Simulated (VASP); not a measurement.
# TiSi16 (a cell with a defect) in VASP: a series of runs, part 2 of 2

VASP 6.6.1. Earlier steps stand in the parts before.

## (4) Single point, LDA

INCAR

```
PREC = Accurate
ENCUT = 520
EDIFF = 1E-6
ISMEAR = -1
SIGMA = 0.05
LREAL = Auto
LASPH = True
NELM = 80
ALGO = Normal
ISIF = 2
LWAVE = False
LCHARG = False
GGA = CA
NBANDS = 52
```

KPOINTS

```
Automatic mesh
0
Gamma
  2 2 2
```

POSCAR

```
TiSi16
1.0
    0.0000000000      5.4300000000      5.4300000000
    5.4300000000      0.0000000000      5.4300000000
    5.4300000000      5.4300000000      0.0000000000
Si Ti
16 1
Direct
   -0.0064180479      0.0146500921      0.0049631676
    0.1258931860      0.1335727440      0.1256906077
   -0.0418968692      0.0413443831      0.4944935543
    0.0808747698      0.1323112339      0.6351289134
    0.0617955801      0.4924585635     -0.0107826888
    0.1597605893      0.6179005525      0.1320441989
   -0.0034346225      0.5007090239      0.5019613260
    0.1240239411      0.6557734807      0.6074125230
    0.4845948435     -0.0394751381     -0.0015377532
    0.6193462247      0.0675046041      0.1283149171
    0.4531215470     -0.0070994475      0.5171362799
    0.5834806630      0.1331675875      0.6334069982
    0.5602209945      0.4758563536     -0.0129281768
    0.6836740331      0.6079650092      0.1268968692
    0.4924493554      0.5513075506      0.4939779006
    0.6271086556      0.6383793738      0.6276058932
    0.3771639042      0.3685451197      0.3697790055
```

On the command line:

```bash
$ cat potpaw_LDA.64/Si/POTCAR potpaw_LDA.64/Ti_sv/POTCAR > POTCAR
$ mpirun -np 1 vasp_std > vasp.out
```

Run time: 5.3 min. Hardware: 1 thread of AMD EPYC 7R43 (Zen 3), shared host; peak memory 0.34 GiB.

Results (log left out):

| Item | Value |
| --- | --- |
| Free energy | -100.5783 eV |
| Pressure | -0.2 GPa |
| Largest force | 1.753 eV/Å |
| Band gap on the k mesh | zero (band 38 reaches 6.82 eV, above the bottom of band 39 at 6.52 eV) |

Forces in eV/Å, atoms in the order of the input:
```
Si  -0.541  0.058 -1.103
Si  -0.031 -0.143 -0.634
Si  -1.138 -0.128 -1.005
Si   0.565  1.025  0.608
Si  -0.014 -1.147  0.284
Si   0.183 -1.325  1.114
Si   0.973 -0.291 -0.107
Si   0.619  0.010 -0.418
Si   0.182  0.355  0.718
Si   1.280  0.335  1.151
Si  -0.879 -0.052  0.276
Si   0.211 -0.160  0.734
Si   0.036  0.518 -0.734
Si  -0.361 -0.419 -0.912
Si  -1.326 -0.292 -0.883
Si   0.060  0.701  0.051
Ti   0.182  0.955  0.861
```

Stress tensor (GPa, compression positive):
```
-1.03  0.49 -0.28
 0.49  1.78  0.18
-0.28  0.18 -1.50
```

Levels at points of the mesh, in eV from the Fermi level:
```
           k point  band 35  band 36  band 37  band 38  band 39  band 40  band 41  band 42
(0.00, 0.00, 0.00)    -0.89    -0.76    -0.61    -0.32    -0.23    -0.16     0.07     0.48
(0.50, 0.00, 0.00)    -1.29    -1.11    -0.46    -0.16     0.10     0.43     0.70     1.07
(0.00, 0.50, 0.00)    -1.32    -1.10    -0.23    -0.15     0.21     0.38     0.43     0.70
(0.00, 0.00, 0.50)    -1.37    -0.83    -0.26    -0.14     0.27     0.40     0.58     0.86
(0.50, 0.50, 0.50)    -1.31    -1.16    -0.07     0.00     0.22     0.59     0.67     0.85
(0.50, 0.50, 0.00)    -1.81    -1.39    -0.36    -0.02     0.49     0.68     1.00     1.28
(0.00, 0.50, 0.50)    -1.71    -1.58    -0.40     0.08     0.63     0.85     1.06     1.27
(0.50, 0.00, 0.50)    -1.67    -1.59    -0.63    -0.06     0.72     0.83     1.00     1.14
```

Caveat: the k points lie up to 0.50 Å⁻¹ apart.

## (5) Single point, LDA

INCAR

```
ALGO = Normal ; EDIFF = 1E-6
ENCUT = 520 ; GGA = CA
ISIF = 2 ; ISMEAR = -1
LASPH = True ; LCHARG = False
LREAL = Auto ; LWAVE = False
NBANDS = 52 ; NELM = 80
PREC = Accurate ; SIGMA = 0.05
```

KPOINTS

```
k-points
0
Gamma
  2 2 2
```

POSCAR

```
TiSi16
1.0
    0.0000000000      5.4300000000      5.4300000000
    5.4300000000      0.0000000000      5.4300000000
    5.4300000000      5.4300000000      0.0000000000
Si Ti
16 1
Direct
   -0.0144198895     -0.0151749540      0.0283977901
    0.1543554328      0.1261233886      0.1221639042
    0.0515285451     -0.0369797422      0.4952670350
    0.1162062615      0.1253038674      0.6536279926
   -0.0166482505      0.4900920810     -0.0168508287
    0.0993370166      0.6169613260      0.1130939227
   -0.0111141805      0.4794198895      0.4555156538
    0.1092449355      0.6083241252      0.6094475138
    0.5028821363      0.0383885820     -0.0053314917
    0.6251104972      0.1673388582      0.1141528545
    0.5281123389      0.0030847145      0.4988858195
    0.6684898711      0.1077900552      0.6354327808
    0.4433609576      0.5544106814     -0.0009668508
    0.6056537753      0.6468324125      0.1207182320
    0.5036003683      0.5005064457      0.5093278085
    0.6356077348      0.6315745856      0.6223664825
    0.3791068140      0.3522928177      0.3982228361
```

On the command line:

```bash
$ cat potpaw_LDA.64/Si/POTCAR potpaw_LDA.64/Ti_sv/POTCAR > POTCAR
$ mpirun -np 1 vasp_std > vasp.out
```

Run time: 5.3 min. Hardware: 1 thread of AMD EPYC 7R43 (Zen 3), shared host; peak memory 0.35 GiB.

Results (log left out):

* Free energy: -100.1219 eV
* Pressure: 0.7 GPa
* Largest force: 2.662 eV/Å
* Band gap on the k mesh: zero (band 38 reaches 6.92 eV, above the bottom of band 39 at 6.49 eV)

Forces in eV/Å, atoms in the order of the input:
```
Si   0.454  0.560  1.454
Si   0.375 -1.488 -2.050
Si   1.321 -0.401  0.581
Si  -1.317  0.201 -0.404
Si   0.163 -0.217 -0.246
Si  -0.339 -1.850  0.360
Si   1.564  1.413 -1.231
Si  -0.256  0.487 -0.092
Si  -1.147  1.289 -0.019
Si  -0.070 -0.078 -0.262
Si  -1.177  1.350 -1.799
Si  -0.230 -0.904  0.772
Si  -1.382  1.034  1.523
Si   0.409  0.396  0.296
Si  -0.116  0.334  0.254
Si   0.472 -0.362 -0.668
Ti   1.276 -1.765  1.532
```

Stress tensor (GPa, compression positive):
```
 2.35 -1.50 -1.27
-1.50 -0.81 -1.08
-1.27 -1.08  0.69
```

Levels at points of the mesh, in eV from the Fermi level:
```
           k point  band 36  band 37  band 38  band 39  band 40  band 41
(0.00, 0.00, 0.00)    -0.73    -0.61    -0.34    -0.25    -0.06     0.09
(0.50, 0.00, 0.00)    -0.97    -0.10    -0.04     0.02     0.54     0.65
(0.00, 0.50, 0.00)    -0.88    -0.46    -0.21     0.14     0.28     0.76
(0.00, 0.00, 0.50)    -1.10    -0.22    -0.13     0.06     0.54     0.66
(0.50, 0.50, 0.50)    -1.11    -0.27     0.00     0.06     0.32     0.46
(0.50, 0.50, 0.00)    -1.35    -0.48     0.18     0.55     0.65     0.76
(0.00, 0.50, 0.50)    -1.44    -0.62     0.06     0.52     0.85     0.92
(0.50, 0.00, 0.50)    -1.53    -0.54    -0.14     0.51     0.59     1.06
```

Caveat: the k points lie up to 0.50 Å⁻¹ apart.

## (6) Single point, LDA

INCAR

```
SYSTEM = TiSi16
PREC = Accurate
ENCUT = 520
EDIFF = 1E-6
ISMEAR = -1
SIGMA = 0.05
LREAL = Auto
LASPH = .TRUE.
NELM = 100
ALGO = Normal
ISIF = 2
LWAVE = .FALSE.
LCHARG = .TRUE.
LELF = .TRUE.
LVHAR = .TRUE.
NBANDS = 52
```

KPOINTS

```
Automatic mesh
0
G
  2 2 2
  0 0 0
```

POSCAR

```
TiSi16
1.0
    0.0000000000      5.4300000000      5.4300000000
    5.4300000000      0.0000000000      5.4300000000
    5.4300000000      5.4300000000      0.0000000000
Si Ti
16 1
Direct
   -0.0036372007      0.0107090239     -0.0044843462
    0.0918692449      0.1503222836      0.1283517495
   -0.0136924494     -0.0122191529      0.5087200737
    0.1913904236      0.0186095764      0.6589410681
   -0.0228729282      0.5409944751      0.0133885820
    0.0993462247      0.6394935543      0.1399171271
    0.0117495396      0.4424493554      0.5616390424
    0.1305340700      0.6317127072      0.6300552486
    0.4774033149      0.0018784530      0.0140331492
    0.5982320442      0.1755248619      0.0651012891
    0.5856077348     -0.0160128913      0.4475414365
    0.6200736648      0.1372559853      0.6489871087
    0.4523112339      0.5552394107     -0.0327348066
    0.6022191529      0.6375230203      0.1029005525
    0.4880847145      0.5057826888      0.5167587477
    0.6630478821      0.5997145488      0.6150368324
    0.3964732965      0.3669889503      0.3636924494
```

Potentials or basis: VASP PAW LDA potentials, release 64 (Si, Ti_sv).

On the command line:

```bash
$ cat potpaw_LDA.64/Si/POTCAR potpaw_LDA.64/Ti_sv/POTCAR > POTCAR
$ mpirun -np 1 vasp_std > vasp.out
```

Wall time 7.9 min (1 thread of AMD EPYC 7R43 (Zen 3), shared host); peak memory 0.33 GiB.

The run converged. Its results:

* Free energy: -100.0348 eV
* Pressure: -0.4 GPa
* Largest force: 2.928 eV/Å
* Band gap on the k mesh: zero (band 38 reaches 6.81 eV, above the bottom of band 39 at 6.52 eV)

Forces in eV/Å, atoms in the order of the input:
```
Si   1.277 -0.601 -0.855
Si   0.420  0.493  0.531
Si   0.561 -0.017  1.546
Si  -0.885 -1.417  1.268
Si  -2.159 -1.069 -1.664
Si   1.702  1.297  0.013
Si  -1.286  0.590  0.438
Si   0.371  0.132 -1.516
Si   0.170 -1.208 -1.191
Si   0.265  1.958  1.074
Si   0.395  0.018 -0.710
Si  -0.885 -0.353 -0.368
Si  -0.750  0.263  0.246
Si   0.426  1.279  0.544
Si  -0.260  0.378  1.412
Si   0.579 -1.164  0.270
Ti   0.061 -0.577 -1.040
```

Stress tensor (GPa, compression positive):
```
-0.04  0.23  0.85
 0.23 -1.62  1.82
 0.85  1.82  0.57
```

Levels at points of the mesh, in eV from the Fermi level:
| k point | band 34 | band 35 | band 36 | band 37 | band 38 | band 39 | band 40 | band 41 | band 42 | band 43 |
| --- | --- | --- | --- | --- | --- | --- | --- | --- | --- | --- |
| (0.00, 0.00, 0.00) | -1.19 | -0.99 | -0.83 | -0.66 | -0.35 | -0.20 | 0.18 | 0.21 | 0.25 | 0.69 |
| (0.50, 0.00, 0.00) | -1.58 | -1.16 | -0.87 | -0.59 | -0.27 | 0.02 | 0.50 | 0.77 | 0.88 | 1.05 |
| (0.00, 0.50, 0.00) | -1.48 | -1.15 | -0.90 | -0.28 | -0.17 | 0.21 | 0.28 | 0.43 | 0.79 | 0.98 |
| (0.00, 0.00, 0.50) | -1.43 | -1.30 | -0.90 | -0.15 | -0.14 | 0.08 | 0.16 | 0.53 | 0.65 | 0.97 |
| (0.50, 0.50, 0.50) | -1.48 | -1.25 | -0.98 | -0.34 | -0.27 | 0.30 | 0.56 | 0.65 | 0.77 | 1.12 |
| (0.50, 0.50, 0.00) | -1.74 | -1.58 | -1.47 | -0.67 | 0.08 | 0.74 | 0.85 | 0.97 | 1.13 | 1.37 |
| (0.00, 0.50, 0.50) | -1.61 | -1.52 | -1.23 | -0.62 | -0.06 | 0.43 | 0.84 | 1.02 | 1.11 | 1.53 |
| (0.50, 0.00, 0.50) | -1.72 | -1.61 | -1.44 | -0.60 | -0.01 | 0.59 | 0.67 | 0.99 | 1.21 | 1.58 |

Caveat: the k points lie up to 0.50 Å⁻¹ apart.

## (7) Single point, LDA

INCAR

```
SYSTEM = TiSi16
  ALGO = Normal
  EDIFF = 1E-7
  ENCUT = 520
  GGA = CA
  ISIF = 2
  ISMEAR = -1
  LASPH = .True.
  LCHARG = .False.
  LREAL = Auto
  LWAVE = .False.
  NBANDS = 52
  NELM = 80
  PREC = Accurate
  SIGMA = 0.05
```

KPOINTS

```
k-points
0
Gamma
  2 2 2
  0 0 0
```

POSCAR

```
TiSi16
1.0
    0.0000000000      5.4300000000      5.4300000000
    5.4300000000      0.0000000000      5.4300000000
    5.4300000000      5.4300000000      0.0000000000
Si Ti
16 1
Direct
   -0.0195764273     -0.0045672192      0.0182872928
    0.1617679558      0.0904235727      0.1227808471
    0.0044843462      0.0290515654      0.4884254144
    0.0721731123      0.1433517495      0.6603867403
    0.0389134438      0.4759116022     -0.0337384899
    0.1383977901      0.6390607735      0.1062062615
   -0.0353222836      0.5186003683      0.4988766114
    0.0981583794      0.6637753223      0.6142909761
    0.5473572744     -0.0310036832     -0.0112430939
    0.6257458564      0.0831491713      0.1604051565
    0.4358747698     -0.0074585635      0.5513996317
    0.6220534070      0.1401565378      0.5894751381
    0.5494198895      0.4614088398      0.0069889503
    0.6642357274      0.6288766114      0.1126335175
    0.5183701657      0.4970810313      0.4949447514
    0.6193186004      0.6255432781      0.6422283610
    0.3555801105      0.4054696133      0.3588950276
```

Potentials or basis: VASP PAW LDA potentials, release 64 (Si, Ti_sv).

On the command line:

```bash
$ cat potpaw_LDA.64/Si/POTCAR potpaw_LDA.64/Ti_sv/POTCAR > POTCAR
$ mpirun -np 1 vasp_std > vasp.out
```

OUTCAR:

```text
SYSTEM = TiSi16
   EDIFF = 1E-7
   ENCUT = 520
   GGA = CA
   ISIF = 2
   ISMEAR = -1
   LASPH = .True.
   LREAL = Auto
   NELM = 80
   PREC = Accurate

 ion  position               nearest neighbor table
   1  0.980  0.995  0.018-  10 2.23   6 2.25   4 2.25   2 2.42
   2  0.162  0.090  0.123-   3 2.33   1 2.42   9 2.42   5 2.43
   3  0.004  0.029  0.488-   4 2.26   8 2.30   2 2.33  12 2.41
   4  0.072  0.143  0.660-   1 2.25   3 2.26  11 2.29   7 2.37  17 2.97
   5  0.039  0.476  0.966-   8 2.26  14 2.37   2 2.43   6 2.54
   6  0.138  0.639  0.106-   1 2.25   7 2.48   5 2.54  17 2.56  13 2.59
   7  0.965  0.519  0.499-  16 2.17   4 2.37  17 2.45   8 2.47   6 2.48
   8  0.098  0.664  0.614-   5 2.26   3 2.30   7 2.47  15 2.64  17 2.79
   9  0.547  0.969  0.989-  14 2.13  10 2.31   2 2.42  12 2.53
  10  0.626  0.083  0.160-   1 2.23   9 2.31  13 2.39  11 2.48  17 2.87
  11  0.436  0.993  0.551-   4 2.29  16 2.34  12 2.41  10 2.48  17 2.62
  12  0.622  0.140  0.589-  15 2.25  11 2.41   3 2.41   9 2.53  17 2.71
  13  0.549  0.461  0.007-  17 2.27  16 2.32  10 2.39  14 2.45   6 2.59
  14  0.664  0.629  0.113-   9 2.13   5 2.37  15 2.40  13 2.45  17 2.91
  15  0.518  0.497  0.495-  12 2.25  16 2.37  14 2.40  17 2.46   8 2.64
  16  0.619  0.626  0.642-   7 2.17  13 2.32  11 2.34  15 2.37
  17  0.356  0.405  0.359-  13 2.27   7 2.45  15 2.46   6 2.56  11 2.62  12 2.71   8 2.79  10 2.87
                            14 2.91   4 2.97

  LATTYP: Found a face centered cubic cell.
 ALAT       =    10.8600000000

  Lattice vectors:

 A1 = (   0.0000000000,   5.4300000000,   5.4300000000)
 A2 = (   5.4300000000,   0.0000000000,   5.4300000000)
 A3 = (   5.4300000000,   5.4300000000,   0.0000000000)

Analysis of symmetry for initial positions (statically):
=====================================================================
 Subroutine PRICEL returns:
 Original cell was already a primitive cell.

 Routine SETGRP: Setting up the symmetry group for a
 face centered cubic supercell.

[... 154 lines left out ...]
  Thomas-Fermi vector in A             =   2.146786
   LORBIT       =      0    0 simple, 1 ext, 2 COOP (PROOUT), +10 PAW based schemes
   GGA     = CA    functional components
   LHFCALC =     F    Hartree Fock is set to
   AEXX    =    0.0000 exact exchange contribution
   IVDW    =     0    specifies the selected vdW correction
   LEPSILON=     F    determine dielectric tensor
   LRPA    =     F    only Hartree local field effects (RPA)
 non-spin polarized calculation
  energy-cutoff  :      520.00
  volume of cell :      320.21
 maximum number of plane-waves:      8646
 NGX is ok and might be reduce to    60
   NGX = 29   NGY = 29   NGZ = 29

 number of electron      76.0000001 magnetization

 Free energy of the ion-electron system (eV)
  ---------------------------------------------------
  ext. energy  EPLUGINS =         0.00000000
  ---------------------------------------------------
  free energy    TOTEN  =      -100.03919974 eV

  energy without entropy =      -99.95853515  energy(sigma->0) =      -99.99886745

 E-fermi :   6.7289     XC(G=0):  -9.9477

 val. band max:        6.7142202839   @ k =   0.0000   0.5000   0.0000
 cond. band min:       6.7442510007   @ k =   0.5000   0.5000   0.0000
 fundamental gap:      0.0300307168
 Fermi energy:         6.7288779473

 k-point     1 :       0.0000    0.0000    0.0000
  band No.  band energies     occupation
      1     -49.3071      2.00000
      2     -26.0916      2.00000
      3     -26.0662      2.00000
      4     -26.0159      2.00000
      5      -5.7835      2.00000
      6      -3.5956      2.00000
[... 413 lines left out ...]
     49       9.4897      0.00000
     50      10.1789      0.00000
 [bands above 50 left out]

------------------------ aborting loop because EDIFF is reached ----------------------------------------

  FORCE on cell =-STRESS in cart. coord.  units (eV):
  Direction    XX          YY          ZZ          XY          YZ          ZX
  --------------------------------------------------------------------------------------
  -------------------------------------------------------------------------------------
  Total        2.2497151      1.3142695      0.0757651     -3.1180566     -3.2778647     -0.7222595
  in kB       11.2566361      6.5760564      0.3790969    -15.6014547    -16.4010679     -3.6138853
  external PRESSURE =       6.0705965 kB  Pullay stress =       0.0000000 kB

 VOLUME and BASIS-vectors are now :
 -----------------------------------------------------------------------------
  energy-cutoff  :      520.00
  volume of cell :      320.21
      direct lattice vectors                 reciprocal lattice vectors
     0.000000000  5.430000000  5.430000000    -0.092081031  0.092081031  0.092081031
     5.430000000  0.000000000  5.430000000     0.092081031 -0.092081031  0.092081031
     5.430000000  5.430000000  0.000000000     0.092081031  0.092081031 -0.092081031

 POSITION                                       TOTAL-FORCE (eV/Angst)
 -----------------------------------------------------------------------------------
      5.50450      5.42300     10.72890         0.588944      1.249883      0.915384
      1.15770      1.54510      1.36940        -0.076193     -0.644814      0.554937
      2.80990      2.67650      0.18210        -0.349215     -1.013323     -0.869731
      4.36430      3.97780      1.17030         0.242960     -0.572464      0.689921
      7.83100      5.45810      2.79550         1.199098      1.049091     -0.200505
      4.04680      1.32820      4.22160        -1.308769      0.118880     -1.114638
[... 9 lines left out ...]
      6.88400      6.85020      6.75960         0.933688     -1.179223     -1.305142
      4.15050      3.87960      4.13250         0.708961      1.651872     -1.267838
 -----------------------------------------------------------------------------------
    total drift:                                0.001460      0.012823      0.004964

  FREE ENERGIE OF THE ION-ELECTRON SYSTEM (eV)
  ---------------------------------------------------
  free  energy   TOTEN  =      -100.0391997449 eV

  energy  without entropy=      -99.9585351540  energy(sigma->0) =      -99.99886745
```

OSZICAR:

```text
N       E                     dE             d eps       ncg     rms          rms(c)
DAV:   1     0.339974732019E+03    0.33997E+03   -0.30809E+04   840   0.126E+03
DAV:   2    -0.650136246542E+02   -0.40499E+03   -0.38510E+03   956   0.247E+02
DAV:   3    -0.101015952346E+03   -0.36002E+02   -0.35037E+02  1208   0.666E+01
DAV:   4    -0.103621905212E+03   -0.26060E+01   -0.25742E+01  1312   0.157E+01
DAV:   5    -0.103685721669E+03   -0.63816E-01   -0.63740E-01  1096   0.235E+00    0.187E+01
DAV:   6    -0.102857963263E+03    0.82776E+00   -0.19012E+01  1196   0.216E+01    0.165E+01
DAV:   7    -0.100962005164E+03    0.18960E+01   -0.27948E+01  1148   0.278E+01    0.972E+00
DAV:   8    -0.100160168096E+03    0.80184E+00   -0.20173E+00  1032   0.595E+00    0.304E+00
DAV:   9    -0.100043781502E+03    0.11639E+00   -0.49460E-01  1252   0.293E+00    0.750E-01
DAV:  10    -0.100039734789E+03    0.40467E-02   -0.34777E-02  1136   0.703E-01    0.463E-01
DAV:  11    -0.100039356560E+03    0.37823E-03   -0.55551E-03  1148   0.311E-01    0.247E-01
DAV:  12    -0.100039198831E+03    0.15773E-03   -0.13914E-03  1104   0.190E-01    0.759E-02
DAV:  13    -0.100039207519E+03   -0.86887E-05   -0.90274E-05   988   0.468E-02    0.322E-02
DAV:  14    -0.100039199660E+03    0.78589E-05   -0.24087E-05  1096   0.241E-02    0.920E-03
DAV:  15    -0.100039199771E+03   -0.11103E-06   -0.26479E-06  1144   0.667E-03    0.264E-03
DAV:  16    -0.100039199745E+03    0.26314E-07   -0.17271E-07   656   0.190E-03
   1 F= -.10003920E+03 E0= -.99998867E+02  d E =-.806646E-01
```

Wall time 5.2 min (1 thread of AMD EPYC 7R43 (Zen 3), shared host); peak memory 0.34 GiB.

Results:

```yaml
Free_energy: -100.0392 eV
Pressure: 0.6 GPa
Largest_force: 3.323 eV/Å
Band_gap_on_the_k_mesh: zero (band 38 reaches 6.91 eV, above the bottom of band 39 at 6.45 eV)
```

Forces in eV/Å, atoms in the order of the input:
```
Si   0.589  1.250  0.915
Si  -0.076 -0.645  0.555
Si  -0.349 -1.013 -0.870
Si   0.243 -0.572  0.690
Si   1.199  1.049 -0.201
Si  -1.309  0.119 -1.115
Si  -0.778  0.616  1.538
Si  -1.477  0.278  0.268
Si   1.311 -2.836  1.133
Si   1.064 -0.424 -0.483
Si  -0.780  0.218  1.132
Si  -0.170  1.703 -0.553
Si  -0.720 -1.180  0.929
Si  -1.594  1.733 -1.987
Si   1.206 -0.768  0.621
Si   0.934 -1.179 -1.305
Ti   0.709  1.652 -1.268
```

Caveat: the k points lie up to 0.50 Å⁻¹ apart.
